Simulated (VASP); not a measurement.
# Si2C (P-3m1) in VASP: further runs, part 3 of 3

VASP 6.6.1.

### Step 6. Relaxation of cell and atoms, PBE

This run uses another cell than the first one, of 12.07 Å³/atom.

Input file INCAR:

```
SYSTEM = Si2C
ALGO = Normal
EDIFF = 1E-6
EDIFFG = -0.005
ENCUT = 600
GGA = PE
IBRION = 2
ISIF = 3
ISMEAR = -1
LASPH = .TRUE.
LCHARG = .FALSE.
LREAL = .FALSE.
LWAVE = .FALSE.
NELM = 60
NSW = 80
PREC = Accurate
SIGMA = 0.02
```

Input file KPOINTS:

```
k-points
0
G
  12 12 4
  0 0 0
```

Input file POSCAR:

```
Si2C
1.0
    3.2442130816      0.0000000000      0.0000000000
   -1.6221065408      2.8095709439      0.0000000000
    0.0000000000      0.0000000000      7.9466666667
C Si
2 4
Direct
    0.3333333333      0.6666666667      0.7083333333
    0.6666666667      0.3333333333      0.2916666667
    0.0000000000      0.0000000000      0.3750000000
    0.6666666667      0.3333333333      0.0416666667
    0.0000000000      0.0000000000      0.6250000000
    0.3333333333      0.6666666667      0.9583333333
```

Potentials or basis: VASP PAW PBE potentials, release 64 (C, Si).

On the command line:

```sh
cat potpaw_PBE.64/C/POTCAR potpaw_PBE.64/Si/POTCAR > POTCAR
mpirun -np 1 vasp_std > vasp.out
```

OUTCAR:

```text
SYSTEM = Si2C
   EDIFF = 1E-6
   EDIFFG = -0.005
   ENCUT = 600
   GGA = PE
   IBRION = 2
   ISIF = 3
   ISMEAR = -1
   LASPH = .TRUE.
   LREAL = .FALSE.
   NELM = 60
   NSW = 80
   PREC = Accurate

 ion  position               nearest neighbor table
   1  0.333  0.667  0.708-   5 1.99   5 1.99   6 1.99   5 1.99
   2  0.667  0.333  0.292-   3 1.99   3 1.99   4 1.99   3 1.99
   3  0.000  0.000  0.375-   2 1.99   2 1.99   5 1.99   2 1.99
   4  0.667  0.333  0.042-   6 1.99   2 1.99   6 1.99   6 1.99
   5  0.000  0.000  0.625-   1 1.99   1 1.99   3 1.99   1 1.99
   6  0.333  0.667  0.958-   4 1.99   1 1.99   4 1.99   4 1.99

  LATTYP: Found a hexagonal cell.
 ALAT       =     3.2442130816
 C/A-ratio  =     2.4494897428

  Lattice vectors:

 A1 = (   3.2442130816,   0.0000000000,   0.0000000000)
 A2 = (  -1.6221065408,   2.8095709439,   0.0000000000)
 A3 = (   0.0000000000,   0.0000000000,   7.9466666667)

Analysis of symmetry for initial positions (statically):
=====================================================================
 Subroutine PRICEL returns:
 Original cell was already a primitive cell.

 Routine SETGRP: Setting up the symmetry group for a
 hexagonal supercell.

 Subroutine GETGRP returns: Found 12 space group operations
 (whereof 12 operations were pure point group operations)
 out of a pool of 24 trial point group operations.

The static configuration has the point symmetry D_3d.

Analysis of symmetry for dynamics (positions and initial velocities):
=====================================================================
 Subroutine PRICEL returns:
 Original cell was already a primitive cell.

 Routine SETGRP: Setting up the symmetry group for a
 hexagonal supercell.

 Subroutine GETGRP returns: Found 12 space group operations
 (whereof 12 operations were pure point group operations)
 out of a pool of 24 trial point group operations.

The dynamic configuration has the point symmetry D_3d.

 Subroutine INISYM returns: Found 12 space group operations
 (whereof 12 operations are pure point group operations),
 and found     1 'primitive' translations

----------------------------------------------------------------------------------------

                                     Primitive cell

  volume of cell :      72.4326

  direct lattice vectors                    reciprocal lattice vectors
     3.244213082  0.000000000  0.000000000     0.308241159  0.177963116  0.000000000
    -1.622106541  2.809570944  0.000000000     0.000000000  0.355926232  0.000000000
     0.000000000  0.000000000  7.946666667     0.000000000  0.000000000  0.125838926

  length of vectors
     3.244213082  3.244213082  7.946666667     0.355926232  0.355926232  0.125838926

  position of ions in fractional coordinates (direct lattice)
     0.333333333  0.666666667  0.708333333
     0.666666667  0.333333333  0.291666667
     0.000000000  0.000000000  0.375000000
     0.666666667  0.333333333  0.041666667
     0.000000000  0.000000000  0.625000000
     0.333333333  0.666666667  0.958333333

  ion indices of the primitive-cell ions
   primitive index   ion index
                 1           1
                 2           2
                 3           3
                 4           4
                 5           5
                 6           6

[... 60 lines left out ...]
   NGXF,Y,Z  is equivalent  to a cutoff of  28.70, 28.70, 26.78 a.u.
 SYSTEM =  Si2C
   PREC   = accura    normal or accurate (medium, high low for compatibility)
   ISTART =      0    job   : 0-new  1-cont  2-samecut
   ICHARG =      2    charge: 1-file 2-atom 10-const
   ISPIN  =      1    spin polarized calculation?
   LNONCOLLINEAR =      F non collinear calculations
   LSORBIT =      F    spin-orbit coupling
   LASPH  =      T    aspherical Exc in radial PAW
   ENCUT  =  600.0 eV  44.10 Ry    6.64 a.u.   6.48  6.48 15.87*2*pi/ulx,y,z
   NELM   =     60;   NELMIN=  2; NELMDL= -5     # of ELM steps
   EDIFF  = 0.1E-05   stopping-criterion for ELM
   LREAL  =      F    real-space projection
   EDIFFG = -.5E-02   stopping-criterion for IOM
   NSW    =     80    number of steps for IOM
   IBRION =      2    ionic relax: 0-MD 1-quasi-New 2-CG
   NFREE  =      1    steps in history (QN), initial steepest desc. (CG)
   ISIF   =      3    stress and relaxation
   ISYM   =      2    0-nonsym 1-usesym 2-fastsym
   POTIM  = 0.5000    time-step for ionic-motion
   TEBEG  =    0.0;   TEEND  =   0.0 temperature during run
   PSTRESS=    0.0 pullay stress
   NELECT =      24.0000    total number of electrons
   NUPDOWN=      -1.0000    fix difference up-down
   EMIN   =  10.00;   EMAX   =-10.00  energy-range for DOS
   EFERMI =   0.00;   METHOD = LEGACY
   ISMEAR =    -1;   SIGMA  =   0.02  broadening in eV -4-tet -1-fermi 0-gaus
   EFERMI_NEDOS =   21; number of points for ismear=-14 and -15
   IALGO  =     38    algorithm
   IMIX   =      4    mixing-type and parameters
     AMIX     =   0.40;   BMIX     =  1.00
     AMIX_MAG =   1.60;   BMIX_MAG =  1.00
  volume/ion in A,a.u.               =      12.07        81.47
  Fermi-wavevector in a.u.,A,eV,Ry     =   1.132836  2.140750 17.460600  1.283318
  Thomas-Fermi vector in A             =   2.269538
   LORBIT       =      0    0 simple, 1 ext, 2 COOP (PROOUT), +10 PAW based schemes
   GGA     = PE    functional components
   LHFCALC =     F    Hartree Fock is set to
   AEXX    =    0.0000 exact exchange contribution
   IVDW    =     0    specifies the selected vdW correction
   LEPSILON=     F    determine dielectric tensor
   LRPA    =     F    only Hartree local field effects (RPA)
 conjugate gradient relaxation of ions
 non-spin polarized calculation
  energy-cutoff  :      600.00
  volume of cell :       72.43
 maximum number of plane-waves:      2448
 NGX is ok and might be reduce to    28
   NGX = 13   NGY = 13   NGZ = 31

--------------------------------------- Ionic step        1  -------------------------------------------

 number of electron      24.0000000 magnetization

 Free energy of the ion-electron system (eV)
  ---------------------------------------------------
  ext. energy  EPLUGINS =         0.00000000
  ---------------------------------------------------
  free energy    TOTEN  =       -35.46476578 eV

  energy without entropy =      -35.46394361  energy(sigma->0) =      -35.46435470

------------------------ aborting loop because EDIFF is reached ----------------------------------------

  FORCE on cell =-STRESS in cart. coord.  units (eV):
  Direction    XX          YY          ZZ          XY          YZ          ZX
  --------------------------------------------------------------------------------------
  -------------------------------------------------------------------------------------
  Total       14.4909205     14.4909205     15.7997618     -0.0000000      0.0000000      0.0000000
  in kB      320.5325855    320.5325855    349.4835611     -0.0000000      0.0000000      0.0000000
  external PRESSURE =     330.1829107 kB  Pullay stress =       0.0000000 kB
[... 27 lines left out ...]
--------------------------------------- Ionic step        2  -------------------------------------------

 number of electron      24.0000000 magnetization

 E-fermi :   5.9363     XC(G=0):  -9.6137

 val. band max:        5.9355871967   @ k =   0.1667   0.0833   0.2500
 cond. band min:       5.9464308736   @ k =   0.0000   0.4167   0.2500
 fundamental gap:      0.0108436769
 Fermi energy:         5.9363422767

 k-point     1 :       0.0000    0.0000    0.0000
  band No.  band energies     occupation
      1      -8.5839      2.00000
      2      -8.2039      2.00000
      3      -4.3531      2.00000
      4      -0.7211      2.00000
      5      -0.0425      2.00000
      6       2.5030      2.00000
[... 520 lines left out ...]
  FREE ENERGIE OF THE ION-ELECTRON SYSTEM (eV)
  ---------------------------------------------------
  free  energy   TOTEN  =       -38.3510159833 eV

  energy  without entropy=      -38.3497934115  energy(sigma->0) =      -38.35040470

[... ionic steps 4 to 17 ...]

--------------------------------------- Ionic step       18  -------------------------------------------

 number of electron      24.0000000 magnetization

------------------------ aborting loop because EDIFF is reached ----------------------------------------
[... 75 lines left out ...]
--------------------------------------- Ionic step       20  -------------------------------------------

 number of electron      24.0000000 magnetization

 Free energy of the ion-electron system (eV)
  ---------------------------------------------------
  ext. energy  EPLUGINS =         0.00000000
  ---------------------------------------------------
  free energy    TOTEN  =       -38.65332805 eV

  energy without entropy =      -38.65126309  energy(sigma->0) =      -38.65229557

 E-fermi :   8.9566     XC(G=0): -10.7058

 val. band max:        8.9508354586   @ k =   0.3333   0.1667   0.0000
 cond. band min:       8.9814614997   @ k =   0.3333   0.0833   0.0000
 fundamental gap:      0.0306260411
 Fermi energy:         8.9565725792

 k-point     1 :       0.0000    0.0000    0.0000
  band No.  band energies     occupation
      1      -7.0982      2.00000
      2      -6.2844      2.00000
      3      -4.0172      2.00000
      4       0.6964      2.00000
      5       1.0473      2.00000
      6       5.9024      2.00000
[... 480 lines left out ...]
  FREE ENERGIE OF THE ION-ELECTRON SYSTEM (eV)
  ---------------------------------------------------
  free  energy   TOTEN  =       -38.6533280465 eV

  energy  without entropy=      -38.6512630910  energy(sigma->0) =      -38.65229557

 reached required accuracy - stopping structural energy minimisation
```

Wall time 6.2 min (1 thread of AMD EPYC 9R45 (Zen 5), shared host); peak memory 0.23 GiB.

Results:

* Free energy: -38.6533 eV
* Relaxed volume: 13.06 Å³/atom
* Relaxed cell: a = 3.241 Å, b = 3.241 Å, c = 8.616 Å, α = 90.00°, β = 90.00°, γ = 120.00°
* Space group after relaxing (to 0.1 Å): P-3m1 (No. 164)
* Energy gained by relaxing: 531.4 meV/atom
* Ionic steps: 20
* Pressure after relaxing: 0.0 GPa
* Band gap on the k mesh: zero (bands 12 and 13 overlap by 2.33 eV)

The path:
```tsv
step	energy change (eV)	largest force (eV/Å)	pressure (GPa)	volume (Å³)
1	0.0000	7.9214	33.02	72.43
2	0.5462	3.4609	-16.77	101.77
3	-2.8863	1.2590	-4.08	83.11
4	-2.9132	0.9878	-2.52	82.27
5	-2.9176	1.2745	-1.47	81.76
6	-3.0595	0.4762	-1.77	80.93
7	-3.0629	0.6891	-1.85	80.75
8	-3.1678	0.4084	-1.07	79.37
9	-3.1821	0.2927	-0.41	78.55
10	-3.1824	0.3066	-0.48	78.65
11	-3.1824	0.3128	-0.52	78.69
12	-3.1867	0.1051	-0.08	78.53
13	-3.1868	0.1198	-0.06	78.52
14	-3.1877	0.0654	-0.06	78.47
15	-3.1881	0.0714	-0.06	78.43
16	-3.1885	0.0324	0.02	78.36
17	-3.1885	0.0256	0.03	78.35
18	-3.1885	0.0246	0.03	78.35
19	-3.1886	0.0056	-0.01	78.36
20	-3.1886	0.0017	0.00	78.36
```

Final structure:
```yaml
crystal:
  lattice:
    - [3.24057, 0.00000, 0.00000]
    - [-1.62028, 2.80642, 0.00000]
    - [0.00000, 0.00000, 8.61602]
  atoms:
    - { symbol: C, position: [0.33333, 0.66667, 0.70740] }
    - { symbol: C, position: [0.66667, 0.33333, 0.29260] }
    - { symbol: Si, position: [0.00000, 0.00000, 0.36180] }
    - { symbol: Si, position: [0.66667, 0.33333, 0.07156] }
    - { symbol: Si, position: [0.00000, 0.00000, 0.63820] }
    - { symbol: Si, position: [0.33333, 0.66667, 0.92844] }
```

Levels at points of the mesh, in eV from the Fermi level:
| k point | band 8 | band 9 | band 10 | band 11 | band 12 | band 13 | band 14 | band 15 | band 16 |
| --- | --- | --- | --- | --- | --- | --- | --- | --- | --- |
| (0.00, 0.00, 0.00) | -3.04 | -3.04 | -1.72 | -0.05 | 1.55 | 1.55 | 2.31 | 2.64 | 3.70 |
| (0.50, 0.00, 0.00) | -5.16 | -4.78 | -4.37 | -3.89 | -1.05 | -0.79 | 0.54 | 1.91 | 2.35 |
| (0.00, 0.00, 0.50) | -3.08 | -3.01 | -3.01 | 1.22 | 1.49 | 1.49 | 2.19 | 2.53 | 3.95 |
| (0.50, 0.00, 0.50) | -5.86 | -4.69 | -4.48 | -2.98 | -0.95 | 0.23 | 0.68 | 1.74 | 1.97 |

### Step 7. The runs side by side

| task | level | cell | cutoff (eV) | gap on the mesh (eV) | pressure (GPa) | largest force (eV/Å) |
| --- | --- | --- | --- | --- | --- | --- |
| single point | PBE | a = 3.232, b = 3.232, c = 8.563 Å, angles 90.0, 90.0, 120.0°, 6 atoms, atomic positions A | 520 | none | 2.1 | 0.23 |
| single point | PBE | a = 3.241, b = 3.241, c = 8.619 Å, angles 90.0, 90.0, 120.0°, 6 atoms, atomic positions B | 520 | none | -0.1 | 0.02 |
| single point | r2SCAN | a = 3.232, b = 3.232, c = 8.563 Å, angles 90.0, 90.0, 120.0°, 6 atoms, atomic positions A | 520 | none | -0.1 | 0.03 |
| relaxation of cell and atoms | PBE | relaxed from a = 3.244, b = 3.244, c = 7.947 Å, angles 90.0, 90.0, 120.0°, 6 atoms, atomic positions C | 600 | none | 0.0 | - |

Alike in all rows: potentials or basis VASP PAW PBE potentials, release 64 (C, Si); no spin polarisation; k mesh 12 × 12 × 4; smearing fermi-dirac 0.02 eV.

Caveats: the PAW data sets were made with another functional, which shifts forces and pressure a little (at least some runs).

Absolute energies hang on the potentials; compare differences alone.

The gap in the log of VASP goes by the Fermi energy; the results here count the filled bands.